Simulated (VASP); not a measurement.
Set up this calculation in VASP 6.6.1, as the native input.

```
Task                   : single point
Functional             : PBEsol
Potentials or basis    : VASP PAW PBE potentials, release 64 (Na_pv, Cl)
Cutoff                 : 520 eV
k mesh                 : 8 × 8 × 8
Occupations            : gaussian, width 0.05 eV
Spin                   : no spin polarisation
Dipole correction      : no
Further INCAR settings : ALGO = Normal; EDIFF = 1e-07; NBANDS = 14
```

The structure of NaCl lies in POSCAR:

```
NaCl
1.0
    0.0000000000      2.9450200000      3.0582900000
    2.9450200000      0.0000000000      3.0582900000
    2.9450200000      2.9450200000      0.0000000000
Na Cl
1 1
Direct
    0.0000000000      0.0000000000      0.0000000000
    0.5000000000      0.5000000000      0.5000000000
```

This cell differs from its parent crystal: strain +0.040 along x and y, +0.080 along z.

The input as run:

INCAR

```
ALGO = Normal
EDIFF = 1E-7
ENCUT = 520
GGA = PS
ISIF = 2
ISMEAR = 0
LASPH = T
LCHARG = F
LREAL = F
LWAVE = F
NBANDS = 14
NELM = 80
PREC = Accurate
SIGMA = 0.05
```

KPOINTS

```
k-points
0
Gamma
  8 8 8
```

Potentials or basis: VASP PAW PBE potentials, release 64 (Na_pv, Cl).

The run is started by

```console
$ cat potpaw_PBE.64/Na_pv/POTCAR potpaw_PBE.64/Cl/POTCAR > POTCAR
$ mpirun -np 1 vasp_std > vasp.out
```

Results of the run:

| Quantity | Value |
| --- | --- |
| Pressure | -3.1 GPa |
| Band gap on the k mesh | 4.38 eV |

Caveat: the cell differs from its parent crystal (strain +0.040 along x and y, +0.080 along z); the cell stands under tension; the PAW data sets were made with another functional, which shifts forces and pressure a little.

It took 25 s on 1 thread of AMD EPYC 9R45 96-Core Processor (Zen 5) (shared host), peak memory 0.15 GiB.
